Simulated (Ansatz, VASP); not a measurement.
# CdH2O2 in VASP and in Ansatz

```xyz
5
Lattice="3.5155 0.0000 0.0000 -1.7578 3.0445 0.0000 0.0000 0.0000 4.6430" Properties=species:S:1:pos:R:3 pbc="T T T"
Cd    0.0000    0.0000    0.0000
H     1.7578    1.0148    2.5581
H     0.0000    2.0297    2.0849
O     1.7578    1.0148    3.5257
O     0.0000    2.0297    1.1172
```

Alike in both runs: task single point; functional PBEsol; k mesh 9 × 9 × 6; occupations gaussian, width 0.05 eV; no spin polarisation.

```csv
,VASP,Ansatz
version,VASP 6.6.1,Ansatz 0.2.0
potentials or method,"VASP PAW PBE potentials, release 64 (Cd, H, O), cutoff 520 eV","scalar-relativistic, plane waves, PAW"
valence electrons in the cell,26,34
```

Ansatz gave:

- gap on the k mesh at the Fermi level (eV): 1.63
- least direct gap on the mesh (eV): 1.96
- pressure (GPa): -0.6
- traceless stress, the component that is largest in VASP (GPa): 1.88
- rms of the force components (eV/Å): 0.294

**Question.** Which values does VASP return?

**Answer.** gap on the k mesh at the Fermi level (eV): 1.61; least direct gap on the mesh (eV): 1.95; pressure (GPa): 0.3; traceless stress, the component that is largest in VASP (GPa): 2.29; rms of the force components (eV/Å): 0.346.

VASP's potentials were made for PBE, not for PBEsol. Atom by atom the forces differ by 0.058 eV/Å (rms over components). VASP's potentials hold 26 valence electrons a cell and Ansatz's 34, so a difference there can come from the potentials and not from the codes.
